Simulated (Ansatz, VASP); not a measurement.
## One calculation of SiHg2, two programs

```xyz
3
Lattice="0.0000 3.2899 3.2899 3.2899 0.0000 3.2899 3.2899 3.2899 0.0000" Properties=species:S:1:pos:R:3 pbc="T T T"
Si    0.0000    0.0000    0.0000
Hg    1.6449    1.6449    1.6449
Hg    4.9348    4.9348    4.9348
```

Alike in both runs: functional PBE; k mesh 9 × 9 × 9; occupations fermi-dirac, width 0.03 eV; no spin polarisation.

Ansatz relaxed the structure, and its values are those at the end. VASP's run is a single point on that final structure, the one shown.

```csv
,VASP,Ansatz
version,VASP 6.6.1,Ansatz 0.2.0
potentials or method,"VASP PAW PBE potentials, release 64 (Si, Hg)","PAW with Ansatz's default frozen-core files, scalar-relativistic"
plane-wave cutoff (eV),520,420
valence electrons in the cell,28,44
```

```tsv
	VASP	Ansatz	Ansatz less VASP
pressure (GPa)	0.2	0.0	-0.18
```

The functional is the same, so the differences come from potentials, cutoffs and numerics. VASP's potentials hold 28 valence electrons a cell and Ansatz's 44, so a difference there can come from the potentials and not from the codes.

Neither program's run includes spin-orbit coupling.
